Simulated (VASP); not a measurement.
Set up this calculation in VASP 6.6.1, as the native input.

| Quantity | Value |
| --- | --- |
| Task | single point |
| Functional | PBE |
| Potentials or basis | VASP PAW PBE potentials, release 64 (In_d) |
| Cutoff | 520 eV |
| k mesh | 20 × 20 × 20 |
| Occupations | gaussian, width 0.15 eV |
| Spin | no spin polarisation |
| Dipole correction | no |
| Further INCAR settings | ALGO = Fast; EDIFF = 1e-06; NBANDS = 12 |

The structure of In lies in POSCAR:

```
In
1.0
   -1.6505422500      1.6505422500      2.4739500000
    1.6505422500     -1.6505422500      2.4739500000
    1.6505422500      1.6505422500     -2.4739500000
In
1
Direct
    0.0000000000      0.0000000000      0.0000000000
```

This cell differs from its parent crystal: strain +0.015 along x and y, +0.000 along z.

These files were run (other wordings do the same):

INCAR

```
SYSTEM = In
  ALGO = Fast
  EDIFF = 1E-6
  ENCUT = 520
  GGA = PE
  ISIF = 2
  ISMEAR = 0
  LASPH = .TRUE.
  LCHARG = .FALSE.
  LREAL = .FALSE.
  LWAVE = .FALSE.
  NBANDS = 12
  NELM = 80
  PREC = Accurate
  SIGMA = 0.15
```

KPOINTS

```
k-points
0
G
  20 20 20
  0 0 0
```

Potentials or basis: VASP PAW PBE potentials, release 64 (In_d).

The run is started by

```console
$ cat potpaw_PBE.64/In_d/POTCAR > POTCAR
$ mpirun -np 1 vasp_std > vasp.out
```

Results of the run:

- Pressure: 0.7 GPa
- Band gap on the k mesh: zero (an odd number of electrons rules out a gap without spin polarisation)

Caveat: the cell differs from its parent crystal (strain +0.015 along x and y, +0.000 along z); spin-orbit coupling is left out, which moves the levels of the heavy elements.

It took 3.6 min on 1 thread of Intel(R) Xeon(R) Platinum 8259CL CPU @ 2.50GHz (Skylake/Cascade Lake), on a shared host, peak memory 0.32 GiB.
